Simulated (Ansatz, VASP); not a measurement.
## Os in VASP and in Ansatz

Contents of INCAR:

```
SYSTEM = Os
PREC = Accurate
ENCUT = 520
EDIFF = 1E-6
ISMEAR = -1
SIGMA = 0.1
LREAL = .FALSE.
LASPH = .TRUE.
NELM = 60
ALGO = Normal
ISIF = 2
LWAVE = .FALSE.
LCHARG = .TRUE.
GGA = PS
LELF = .TRUE.
LVHAR = .TRUE.
NBANDS = 15
```

The input KPOINTS:

```
Automatic mesh
0
G
  14 14 8
  0 0 0
```

Contents of POSCAR:

```
Os
1.0
    2.7296438410      0.0000000000      0.0000000000
   -1.3648219205      2.3639409096      0.0000000000
    0.0000000000      0.0000000000      4.3075788589
Os
2
Direct
    0.3333333333      0.6666666667      0.2500000000
    0.6666666667      0.3333333333      0.7500000000
```

Input for Ansatz:

```yaml
crystal:
  lattice:
    - [2.72964384104, 0.0, 0.0]
    - [-1.36482192052, 2.36394090963, 0.0]
    - [0.0, 0.0, 4.30757885888]
  atoms:
    - { symbol: Os, position: [0.333333333333, 0.666666666667, 0.25] }
    - { symbol: Os, position: [0.666666666667, 0.333333333333, 0.75] }
kpoints:
  mp_grid: { grid: [14, 14, 8] }
scf:
  occupations: { method: fermi_dirac, width: 0.1 }
hamiltonian:
  xc: pbesol
  pseudopotentials: { kind: all_electron, lapw: { basis_error: 0.001 } }
output:
  forces: true
  stress: true
  eigenvalues: true
  eigenstates:
    nscf_kmesh: { grid: [24, 24, 12] }
    de_dk: true
    e_range: [-14, 14]
  optics:
    e_range: [0, 20]
    de: 0.2
    sigma: 0.1
    bands: { spectra_wanted_up_to: 20 }
    nscf_kmesh: { grid: [24, 24, 12] }
    drude_damping: 0.03
checkpoint:
  write: ck
  write_wavefunctions: false
```

Alike in both runs: task single point; functional PBEsol; k mesh 14 × 14 × 8; occupations fermi-dirac, width 0.1 eV; no spin polarisation.

```csv
,VASP,Ansatz
version,VASP 6.6.1,Ansatz 0.2.0
potentials or method,"VASP PAW PBE potentials, release 64 (Os), cutoff 520 eV","all-electron LAPW, scalar-relativistic"
```

```csv
,VASP,Ansatz,Ansatz less VASP
pressure (GPa),0.5,0.0,-0.48
"traceless stress, the component that is largest in VASP (GPa)",-0.06,-0.01,+0.052
```

VASP's potentials were made for PBE, not for PBEsol. Ansatz ran all-electron here, and VASP with PAW potentials. Ansatz's warnings: optics on partly filled bands.

Spin-orbit coupling is off throughout.
